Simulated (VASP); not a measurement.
A run of VASP 6.6.1:

File INCAR:

```
  ALGO = Normal
  EDIFF = 1E-6
  ENCUT = 520
  GGA = PS
  ISIF = 2
  ISMEAR = 0
  LASPH = T
  LCHARG = F
  LREAL = F
  LWAVE = F
  NBANDS = 16
  NELM = 60
  PREC = Accurate
  SIGMA = 0.02
```

The input KPOINTS:

```
k-points
0
Gamma
  6 6 6
```

File POSCAR:

```
ZnS
1.0
    0.0000000000      2.6479600000      2.8134110787
    2.6479600000      0.0000000000      2.8134110787
    2.6479600000      2.6479600000      0.0000000000
Zn S
1 1
Direct
    0.2500000000      0.2500000000      0.2500000000
    0.0000000000      0.0000000000      0.0000000000
```

Potentials or basis: VASP PAW PBE potentials, release 64 (Zn, S).

The run is started by

```bash
$ cat potpaw_PBE.64/Zn/POTCAR potpaw_PBE.64/S/POTCAR > POTCAR
$ mpirun -np 1 vasp_std > vasp.out
```

Hardware: 1 thread of Intel Xeon 6975P-C, with other jobs on the host.

Q: Estimate the wall time of this run.

A: Run time: 20 s on 1 thread of Intel Xeon 6975P-C, on a shared host, peak memory 0.17 GiB. Counts: scf iterations 12, k points 30.
